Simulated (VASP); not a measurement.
Input of a VASP 6.6.1 run:

Contents of INCAR:

```
SYSTEM = ScPd
PREC = Accurate
ENCUT = 500
EDIFF = 1E-6
ISMEAR = -1
SIGMA = 0.15
LREAL = .FALSE.
LASPH = .TRUE.
NELM = 120
ALGO = Normal
ISIF = 2
LWAVE = .FALSE.
LCHARG = .FALSE.
GGA = PS
NBANDS = 18
GGA_COMPAT = .FALSE.
```

File KPOINTS:

```
regular mesh
0
G
  4 4 4
  0 0 0
```

Contents of POSCAR:

```
ScPd
1.0
    3.2830000000      0.0000000000      0.0000000000
    0.0000000000      3.2830000000      0.0000000000
    0.0000000000      0.0000000000      3.2830000000
Sc Pd
1 1
Direct
    0.5000000000      0.5000000000      0.5000000000
    0.0000000000      0.0000000000      0.0000000000
```

Potentials or basis: VASP PAW PBE potentials, release 64 (Sc_sv, Pd).

Run with:

```sh
$ cat potpaw_PBE.64/Sc_sv/POTCAR potpaw_PBE.64/Pd/POTCAR > POTCAR
$ mpirun -np 1 vasp_std > vasp.out
```

**Question.** Estimate the pressure.

**Answer.** -1.1 GPa.

Caveat: the k points lie up to 0.48 Å⁻¹ apart; the PAW data sets were made with another functional, which shifts forces and pressure a little.
